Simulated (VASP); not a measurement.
The system is PbS (Galena).

```
CELL_PARAMETERS angstrom
0.00000 2.92567 2.92567
2.92567 0.00000 2.92567
2.92567 2.92567 0.00000
ATOMIC_POSITIONS crystal
Pb 0.00000 0.00000 0.00000
S 0.50000 0.50000 0.50000
```

Base run:

| Quantity | Value |
| --- | --- |
| Program | VASP 6.6.1 |
| Functional | PBE |
| Potentials or basis | VASP PAW PBE potentials, release 64 (Pb_d, S) |
| Cutoff | 520 eV |
| k mesh | 8 × 8 × 8 |
| Occupations | fermi-dirac, width 0.05 eV |
| Spin | no spin polarisation |

Its results: band gap on the k mesh 0.20 eV, direct; pressure 4.9 GPa.

**Question.** The run is repeated on the same cell with these changes: functional from PBE to SVWN5; further incar settings from ALGO = Normal; EDIFF = 1e-06; NBANDS = 17 to ALGO = Normal; EDIFF = 1e-07; NBANDS = 17. What comes out?

**Answer.** Band gap on the k mesh 0.09 eV, direct; pressure -0.3 GPa.

Caveats: spin-orbit coupling is left out, which moves the levels of the heavy elements; the PAW data sets were made with another functional, which shifts forces and pressure a little (some runs).

A k mesh can miss the band edges.
